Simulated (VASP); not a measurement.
A run of VASP 6.6.1 is set up as follows.

The input INCAR:

```
SYSTEM = Be
  PREC = Accurate
  ENCUT = 520
  EDIFF = 1E-6
  ISMEAR = -1
  SIGMA = 0.1
  LREAL = .False.
  LASPH = .True.
  NELM = 80
  ALGO = Normal
  ISIF = 2
  LWAVE = .False.
  LCHARG = .False.
  GGA = PS
  NBANDS = 9
```

Contents of KPOINTS:

```
regular mesh
0
Gamma
  20 20 10
  0 0 0
```

File POSCAR:

```
Be
1.0
   -1.4780168411      1.2117065263      1.0813233030
    1.2117065263     -1.4780168411      1.0813233030
    2.6726127172      2.6726127172     -1.5690711323
Be
2
Direct
    0.9583892371      0.0416107629      1.0000000000
    0.7916107629      0.2083892371      0.5000000000
```

Potentials or basis: VASP PAW PBE potentials, release 64 (Be).

Run with:

```sh
$ cat potpaw_PBE.64/Be/POTCAR > POTCAR
$ mpirun -np 1 vasp_std > vasp.out
```

(1) What does it give for the band gap on the k mesh?

(2) Predict the pressure.

Answers

(1) zero (band 2 reaches 8.81 eV, above the bottom of band 3 at 7.31 eV).

(2) 12.4 GPa.

Caveat: the PAW data sets were made with another functional, which shifts forces and pressure a little.
